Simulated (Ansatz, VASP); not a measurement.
## Ti2Al6H: VASP beside Ansatz

The input INCAR:

```
PREC = Accurate ; ENCUT = 520
EDIFF = 1E-6 ; ISMEAR = 0
SIGMA = 0.1 ; LREAL = F
LASPH = T ; NELM = 100
ALGO = Normal ; ISIF = 2
LWAVE = F ; LCHARG = T
LDIPOL = T ; IDIPOL = 3
DIPOL = 0.5 0.5 0.312 ; GGA = PE
IVDW = 12 ; LELF = T
LVHAR = T ; LVACPOTAV = T
NBANDS = 32
```

Contents of KPOINTS:

```
Automatic mesh
0
Gamma
  6 6 1
```

Contents of POSCAR:

```
Ti2Al6H
1.0
    5.0241861190      0.0000000000      0.0000000000
    2.1588814530      4.5367033218      0.0000000000
    0.0000000000      0.0000000000     21.2187109014
Al Ti H
6 2 1
Direct
    0.5000000000      0.0000000000      0.1885128658
    0.0000000000      0.5000000000      0.1885128658
    0.0000000000      0.0000000000      0.2517328341
    0.0000000000      0.5000000000      0.3193548961
    0.5000000000      0.0000000000      0.3193548961
    0.5000000000      0.5000000000      0.3826203646
    0.5000000000      0.5000000000      0.2517328341
    0.0000000000      0.0000000000      0.3797002555
    0.8333333333      0.8333333333      0.5287178356
```

Input for Ansatz:

```yaml
crystal:
  lattice:
    - [5.024186119, 0.0, 0.0]
    - [2.158881453, 4.5367033218, 0.0]
    - [0.0, 0.0, 21.2187109014]
  atoms:
    - { symbol: Al, position: [0.5, 0.0, 0.1885128658] }
    - { symbol: Al, position: [0.0, 0.5, 0.1885128658] }
    - { symbol: Ti, position: [0.5, 0.5, 0.2517328341] }
    - { symbol: Al, position: [0.0, 0.0, 0.2517328341] }
    - { symbol: Al, position: [0.0, 0.5, 0.3193548961] }
    - { symbol: Al, position: [0.5, 0.0, 0.3193548961] }
    - { symbol: Ti, position: [0.0, 0.0, 0.3797002555] }
    - { symbol: Al, position: [0.5, 0.5, 0.3826203646] }
    - { symbol: H, position: [0.8333333333, 0.8333333333, 0.5287178356] }
basis:
  ecutwfc: 420
kpoints:
  mp_grid: { grid: [6, 6, 1] }
hamiltonian:
  xc: pbe
  pseudopotentials: { kind: paw, azcp: { folder: soft_1 } }
  dispersion: d3bj
scf:
  occupations: { method: gaussian, width: 0.1 }
output:
  forces: true
  eigenvalues: true
efield:
  axis: 3
  dipole_correction: true
  ramp_width: 0.04
```

Alike in both runs: task single point; functional PBE; dispersion D3(BJ); k mesh 6 × 6 × 1; occupations gaussian, width 0.1 eV; no spin polarisation.

```csv
,VASP,Ansatz
version,VASP 6.6.1,Ansatz 0.2.0
potentials or method,"VASP PAW PBE potentials, release 64 (Al, Ti_sv, H), cutoff 520 eV","scalar-relativistic, plane waves, PAW"
valence electrons in the cell,43,43
```

|  | VASP | Ansatz | Ansatz less VASP |
| --- | --- | --- | --- |
| gap on the k mesh at the Fermi level (eV) | none | none | - |
| rms of the force components (eV/Å) | 0.310 | 0.309 | -0.0002 |
| work function, face that differs most (eV) | 4.19 | 4.19 | -0.003 |

A gap of «none» marks a metal or a gap that the smearing closes.
